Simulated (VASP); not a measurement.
# Si16O (a cell with a defect) in VASP: single point with PBE+D3(BJ)

Aim: the single point of Si16O (a cell with a defect) with PBE+D3(BJ).

Everything below comes from runs of VASP 6.6.1. Logs are shortened: lines on timing, memory, paths and dates and some standing lists are left out, and cuts for length are marked.

### 1 The cell of the first run

The cell holds a defect, 17 atoms: a = 7.679 Å, b = 7.679 Å, c = 7.679 Å, α = 60.00°, β = 60.00°, γ = 60.00°.

### 2 Single point, PBE+D3(BJ), collinear spin, ferromagnetic start

The input, INCAR:

```
PREC = Accurate
ENCUT = 520
EDIFF = 1E-6
ISMEAR = -1
SIGMA = 0.05
LREAL = Auto
LASPH = True
NELM = 150
ALGO = Normal
ISIF = 2
LWAVE = False
LCHARG = False
ISPIN = 2
MAGMOM = 0 0 0 0 0 0 0 0 0 0 0 0 0 0 0 0 1
LORBIT = 11
GGA = PE
IVDW = 12
NBANDS = 53
```

The input, KPOINTS:

```
Automatic mesh
0
Gamma
  2 2 2
```

The input, POSCAR:

```
Si16O
1.0
    0.0000000000      5.4300000000      5.4300000000
    5.4300000000      0.0000000000      5.4300000000
    5.4300000000      5.4300000000      0.0000000000
Si O
16 1
Direct
    0.0078291170     -0.0523071878      0.0393666401
    0.1220275320      0.1253292642      0.1227577354
   -0.0177714466      0.0519219924      0.4943945785
    0.1383178452      0.0781059375      0.6683897106
    0.0009443049      0.5009885553     -0.0039623720
    0.1401210900      0.5760142994      0.1532737377
   -0.0124787885      0.5468162155      0.5101180436
    0.1145812105      0.6799772696      0.6211718101
    0.4968051696     -0.0002367623      0.0023627410
    0.6346935498      0.1094099319      0.1288601240
    0.5038974150     -0.0050077327      0.5023802873
    0.6085709446      0.1403259720      0.6284091916
    0.5139524415      0.4846760098      0.0045378273
    0.6261985439      0.6252045338      0.1256456445
    0.4877121476      0.5156873684      0.4998307856
    0.6224920946      0.6256593186      0.6284754552
    0.0671028288      0.3122517143      0.6877927595
```

Potentials or basis: VASP PAW PBE potentials, release 64 (Si, O).

Launch:

```console
$ cat potpaw_PBE.64/Si/POTCAR potpaw_PBE.64/O/POTCAR > POTCAR
$ mpirun -np 1 vasp_std > vasp.out
```

OUTCAR:

```text
PREC = Accurate
   ENCUT = 520
   EDIFF = 1E-6
   ISMEAR = -1
   LREAL = Auto
   LASPH = True
   NELM = 150
   ISIF = 2
   ISPIN = 2
   LORBIT = 11
   GGA = PE
   IVDW = 12
 IVDW          = 12

 ion  position               nearest neighbor table
   1  0.008  0.948  0.039-   4 2.33   6 2.33  10 2.36   2 2.38
   2  0.122  0.125  0.123-   9 2.35   3 2.36   5 2.36   1 2.38
   3  0.982  0.052  0.494-   4 2.32   8 2.33   2 2.36  12 2.36
   4  0.138  0.078  0.668-  17 1.66  11 2.31   3 2.32   1 2.33   7 2.94
   5  0.001  0.501  0.996-  14 2.35   6 2.35   2 2.36   8 2.38
   6  0.140  0.576  0.153-   7 2.32   1 2.33   5 2.35  13 2.36
   7  0.988  0.547  0.510-  17 1.66  16 2.31   6 2.32   8 2.33   4 2.94
   8  0.115  0.680  0.621-   7 2.33   3 2.33  15 2.36   5 2.38
   9  0.497  1.000  0.002-  12 2.35  10 2.35  14 2.35   2 2.35
  10  0.635  0.109  0.129-  11 2.34   9 2.35  13 2.35   1 2.36
  11  0.504  0.995  0.502-   4 2.31  16 2.32  10 2.34  12 2.36
  12  0.609  0.140  0.628-   9 2.35  15 2.35   3 2.36  11 2.36
  13  0.514  0.485  0.005-  14 2.35  10 2.35   6 2.36  16 2.36
  14  0.626  0.625  0.126-  13 2.35   9 2.35  15 2.35   5 2.35
  15  0.488  0.516  0.500-  16 2.34  14 2.35  12 2.35   8 2.36
  16  0.622  0.626  0.628-   7 2.31  11 2.32  15 2.34  13 2.36
  17  0.067  0.312  0.688-   7 1.66   4 1.66

  LATTYP: Found a face centered cubic cell.
 ALAT       =    10.8600000000

  Lattice vectors:

 A1 = (   0.0000000000,   5.4300000000,   5.4300000000)
 A2 = (   5.4300000000,   0.0000000000,   5.4300000000)
 A3 = (   5.4300000000,   5.4300000000,   0.0000000000)

Analysis of symmetry for initial positions (statically):
=====================================================================
 Subroutine PRICEL returns:
 Original cell was already a primitive cell.

 Routine SETGRP: Setting up the symmetry group for a
 face centered cubic supercell.

 Subroutine GETGRP returns: Found  1 space group operations
 (whereof  1 operations were pure point group operations)
 out of a pool of 48 trial point group operations.

The static configuration has the point symmetry C_1 .

Analysis of symmetry for dynamics (positions and initial velocities):
=====================================================================
 Subroutine PRICEL returns:
 Original cell was already a primitive cell.

 Routine SETGRP: Setting up the symmetry group for a
 face centered cubic supercell.

 Subroutine GETGRP returns: Found  1 space group operations
 (whereof  1 operations were pure point group operations)
 out of a pool of 48 trial point group operations.

The dynamic configuration has the point symmetry C_1 .

Analysis of structural, dynamic, and magnetic symmetry:
=====================================================================
 Subroutine PRICEL returns:
 Original cell was already a primitive cell.

 Routine SETGRP: Setting up the symmetry group for a
 face centered cubic supercell.

 Subroutine GETGRP returns: Found  1 space group operations
 (whereof  1 operations were pure point group operations)
 out of a pool of 48 trial point group operations.

The overall configuration has the point symmetry C_1 .

 Subroutine INISYM returns: Found  1 space group operations
 (whereof  1 operations are pure point group operations),
 and found     1 'primitive' translations

----------------------------------------------------------------------------------------

                                     Primitive cell

  volume of cell :     320.2060

  direct lattice vectors                    reciprocal lattice vectors
     0.000000000  5.430000000  5.430000000    -0.092081031  0.092081031  0.092081031
     5.430000000  0.000000000  5.430000000     0.092081031 -0.092081031  0.092081031
     5.430000000  5.430000000  0.000000000     0.092081031  0.092081031 -0.092081031

  length of vectors
     7.679179644  7.679179644  7.679179644     0.159489025  0.159489025  0.159489025

  position of ions in fractional coordinates (direct lattice)
     0.007829117  0.947692812  0.039366640
     0.122027532  0.125329264  0.122757735
     0.982228553  0.051921992  0.494394578
     0.138317845  0.078105937  0.668389711
     0.000944305  0.500988555  0.996037628
     0.140121090  0.576014299  0.153273738
[... 9 lines left out ...]
     0.622492095  0.625659319  0.628475455
     0.067102829  0.312251714  0.687792759

  ion indices of the primitive-cell ions
[... 62 lines left out ...]
   NGXF,Y,Z  is equivalent  to a cutoff of  25.98, 25.98, 25.98 a.u.
 SYSTEM =  unknown system
   PREC   = accura    normal or accurate (medium, high low for compatibility)
   ISTART =      0    job   : 0-new  1-cont  2-samecut
   ICHARG =      2    charge: 1-file 2-atom 10-const
   ISPIN  =      2    spin polarized calculation?
   LNONCOLLINEAR =      F non collinear calculations
   LSORBIT =      F    spin-orbit coupling
   LASPH  =      T    aspherical Exc in radial PAW
   ENCUT  =  520.0 eV  38.22 Ry    6.18 a.u.  14.28 14.28 14.28*2*pi/ulx,y,z
   NELM   =    150;   NELMIN=  2; NELMDL= -5     # of ELM steps
   EDIFF  = 0.1E-05   stopping-criterion for ELM
   LREAL  =      T    real-space projection
   EDIFFG = 0.1E-04   stopping-criterion for IOM
   NSW    =      0    number of steps for IOM
   IBRION =     -1    ionic relax: 0-MD 1-quasi-New 2-CG
   NFREE  =      0    steps in history (QN), initial steepest desc. (CG)
   ISIF   =      2    stress and relaxation
   ISYM   =      2    0-nonsym 1-usesym 2-fastsym
   POTIM  = 0.5000    time-step for ionic-motion
   TEBEG  =    0.0;   TEEND  =   0.0 temperature during run
   PSTRESS=    0.0 pullay stress
   NELECT =      70.0000    total number of electrons
   NUPDOWN=      -1.0000    fix difference up-down
   EMIN   =  10.00;   EMAX   =-10.00  energy-range for DOS
   EFERMI =   0.00;   METHOD = LEGACY
   ISMEAR =    -1;   SIGMA  =   0.05  broadening in eV -4-tet -1-fermi 0-gaus
   EFERMI_NEDOS =   21; number of points for ismear=-14 and -15
   IALGO  =     38    algorithm
   IMIX   =      4    mixing-type and parameters
     AMIX     =   0.40;   BMIX     =  1.00
     AMIX_MAG =   1.60;   BMIX_MAG =  1.00
  volume/ion in A,a.u.               =      18.84       127.11
  Fermi-wavevector in a.u.,A,eV,Ry     =   0.986199  1.863645 13.232857  0.972588
  Thomas-Fermi vector in A             =   2.117562
   LORBIT       =     11    0 simple, 1 ext, 2 COOP (PROOUT), +10 PAW based schemes
   GGA     = PE    functional components
   LHFCALC =     F    Hartree Fock is set to
   AEXX    =    0.0000 exact exchange contribution
   IVDW    =    12    specifies the selected vdW correction
   LEPSILON=     F    determine dielectric tensor
   LRPA    =     F    only Hartree local field effects (RPA)
 spin polarized calculation
  energy-cutoff  :      520.00
  volume of cell :      320.21
 maximum number of plane-waves:      8646
 NGX is ok and might be reduce to    60
   NGX = 29   NGY = 29   NGZ = 29

 number of electron      70.0000000 magnetization      -0.0000947

 number of electron      70.0000000 magnetization       0.0000402

 Free energy of the ion-electron system (eV)
  ---------------------------------------------------
  ext. energy  EPLUGINS =         0.00000000
  ---------------------------------------------------
  free energy    TOTEN  =       -92.69435532 eV

  energy without entropy =      -92.69297096  energy(sigma->0) =      -92.69366314

 E-fermi :   6.1434     XC(G=0):  -9.5320

 val. band max:        5.8826334726   @ k =   0.0000   0.0000   0.0000
 cond. band min:       6.3791473949   @ k =   0.0000   0.0000   0.0000
 fundamental gap:      0.4965139222
 Fermi energy:         6.1433864888

 spin component 1

 k-point     1 :       0.0000    0.0000    0.0000
  band No.  band energies     occupation
      1     -14.4812      1.00000
      2      -5.8108      1.00000
      3      -4.3981      1.00000
      4      -3.6852      1.00000
      5      -3.6674      1.00000
      6      -3.3232      1.00000
[... 389 lines left out ...]
     46      10.1944      0.00000
     47      10.4791      0.00000
 Fermi energy:         6.1433864888

 spin component 2

 k-point     1 :       0.0000    0.0000    0.0000
  band No.  band energies     occupation
      1     -14.4813      1.00000
      2      -5.8108      1.00000
      3      -4.3982      1.00000
      4      -3.6852      1.00000
      5      -3.6674      1.00000
      6      -3.3232      1.00000
[... 389 lines left out ...]
     46      10.1944      0.00000
     47      10.4791      0.00000
 [bands above 47 left out]

------------------------ aborting loop because EDIFF is reached ----------------------------------------

 Edisp (eV)   -5.21747

 E8    (eV) :    -2.1449

  FORCE on cell =-STRESS in cart. coord.  units (eV):
  Direction    XX          YY          ZZ          XY          YZ          ZX
  --------------------------------------------------------------------------------------
  -------------------------------------------------------------------------------------
  Total       3.36355     3.32383     3.88255    -3.07507    -2.44455     2.34139
  in kB      16.82979    16.63104    19.42668   -15.38638   -12.23151    11.71534
  external pressure =       17.63 kB  Pullay stress =        0.00 kB

 VOLUME and BASIS-vectors are now :
 -----------------------------------------------------------------------------
  energy-cutoff  :      520.00
  volume of cell :      320.21
      direct lattice vectors                 reciprocal lattice vectors
     0.000000000  5.430000000  5.430000000    -0.092081031  0.092081031  0.092081031
     5.430000000  0.000000000  5.430000000     0.092081031 -0.092081031  0.092081031
     5.430000000  5.430000000  0.000000000     0.092081031  0.092081031 -0.092081031

 POSITION                                       TOTAL-FORCE (eV/Angst)
 -----------------------------------------------------------------------------------
      5.35973      0.25627      5.18848        -0.015819      0.013912      0.006921
      1.34711      1.32918      1.34315         0.023231      0.007247     -0.030554
      2.96650      8.01806      5.61544        -0.006297      0.015198     -0.009925
      4.05347      4.38042      1.17518        -0.123183      0.030092     -0.113038
      8.12885      5.41361      2.72550         0.000362      0.012529      0.019292
      3.96003      1.59313      3.88862         0.021618      0.008888      0.019429
[... 9 lines left out ...]
      6.80995      6.79275      6.77746        -0.004838      0.000240      0.004244
      5.43024      4.09908      2.05990         0.077190      0.066828      0.013393
 -----------------------------------------------------------------------------------
    total drift:                               -0.000668     -0.003827     -0.001017

  FREE ENERGIE OF THE ION-ELECTRON SYSTEM (eV)
  ---------------------------------------------------
  free  energy   TOTEN  =       -97.9118233593 eV

  energy  without entropy=      -97.9104390046  energy(sigma->0) =      -97.91113118

 total charge

# of ion       s       p       d       tot
------------------------------------------
    1        0.749   0.956   0.000   1.705
    2        0.744   0.936   0.000   1.681
    3        0.745   0.967   0.000   1.712
    4        0.742   0.947   0.000   1.689
    5        0.744   0.937   0.000   1.681
    6        0.745   0.969   0.000   1.714
[... 9 lines left out ...]
   16        0.744   0.978   0.000   1.722
   17        1.576   3.602   0.000   5.179
--------------------------------------------------
tot         13.461  18.899   0.000  32.361

 magnetization (x)

# of ion       s       p       d       tot
------------------------------------------
    1        0.000   0.000   0.000   0.000
    2        0.000  -0.000   0.000  -0.000
    3       -0.000  -0.000   0.000  -0.000
    4        0.000   0.000   0.000   0.000
    5        0.000  -0.000   0.000  -0.000
    6       -0.000  -0.000   0.000  -0.000
[... 9 lines left out ...]
   16       -0.000  -0.000   0.000  -0.000
   17       -0.000  -0.000   0.000  -0.000
--------------------------------------------------
tot         -0.000  -0.000   0.000  -0.000
```

Wall time 11 min (1 thread of Intel Xeon 8259CL, shared host); peak memory 0.71 GiB.

Results:

```yaml
Free_energy: -97.9118 eV
Pressure: 1.8 GPa
Largest_force: 0.170 eV/Å
Band_gap_on_the_k_mesh: 0.50 eV
Net_moment: 0.00 μB per cell
Valence_electrons_inside_the_program's_atomic_spheres: Si 1.71, 1.68, 1.69, 1.70, 1.72 (each value once); O 5.18
Dispersion_energy_per_atom: -0.307 eV
```

Forces on the atoms (eV/Å):
```
Si  -0.016  0.014  0.007
Si   0.023  0.007 -0.031
Si  -0.006  0.015 -0.010
Si  -0.123  0.030 -0.113
Si   0.000  0.013  0.019
Si   0.022  0.009  0.019
Si   0.039 -0.115  0.095
Si   0.001 -0.022 -0.005
Si   0.008  0.001 -0.011
Si  -0.015  0.023  0.005
Si   0.011 -0.010 -0.005
Si  -0.021 -0.003  0.003
Si  -0.015 -0.020 -0.001
Si   0.012  0.004  0.010
Si   0.009 -0.014 -0.002
Si  -0.005  0.000  0.004
O    0.077  0.067  0.013
```

Stress tensor (GPa, compression positive):
```
 1.68 -1.54  1.17
-1.54  1.66 -1.22
 1.17 -1.22  1.94
```

Levels at points of the mesh, in eV from the valence-band top:
Spin up:
```
           k point  band 32  band 33  band 34  band 35  band 36  band 37  band 38  band 39
(0.00, 0.00, 0.00)    -0.92    -0.32    -0.06     0.00     0.50     0.79     0.81     0.99
(0.50, 0.00, 0.00)    -1.22    -0.75    -0.63    -0.56     1.22     1.48     1.60     1.66
(0.00, 0.50, 0.00)    -0.75    -0.67    -0.66    -0.05     1.16     1.46     1.54     1.57
(0.00, 0.00, 0.50)    -1.22    -0.79    -0.61    -0.55     1.32     1.42     1.59     1.71
(0.50, 0.50, 0.50)    -1.22    -0.80    -0.62    -0.54     1.32     1.43     1.59     1.71
(0.50, 0.50, 0.00)    -1.37    -1.33    -1.02    -0.94     1.42     1.48     2.32     2.41
(0.00, 0.50, 0.50)    -1.43    -1.26    -1.18    -0.52     1.29     1.47     2.33     2.42
(0.50, 0.00, 0.50)    -1.43    -1.26    -1.18    -0.47     1.27     1.47     2.34     2.40
```
Spin down:
| k point | band 33 | band 34 | band 35 | band 36 | band 37 | band 38 |
| --- | --- | --- | --- | --- | --- | --- |
| (0.00, 0.00, 0.00) | -0.32 | -0.06 | 0.00 | 0.50 | 0.79 | 0.81 |
| (0.50, 0.00, 0.00) | -0.75 | -0.63 | -0.56 | 1.22 | 1.48 | 1.60 |
| (0.00, 0.50, 0.00) | -0.67 | -0.66 | -0.05 | 1.16 | 1.46 | 1.54 |
| (0.00, 0.00, 0.50) | -0.79 | -0.61 | -0.55 | 1.32 | 1.42 | 1.59 |
| (0.50, 0.50, 0.50) | -0.80 | -0.62 | -0.54 | 1.32 | 1.43 | 1.59 |
| (0.50, 0.50, 0.00) | -1.33 | -1.02 | -0.94 | 1.42 | 1.48 | 2.32 |
| (0.00, 0.50, 0.50) | -1.26 | -1.18 | -0.52 | 1.29 | 1.47 | 2.33 |
| (0.50, 0.00, 0.50) | -1.26 | -1.18 | -0.47 | 1.27 | 1.47 | 2.34 |

Caveat: the k points lie up to 0.50 Å⁻¹ apart.
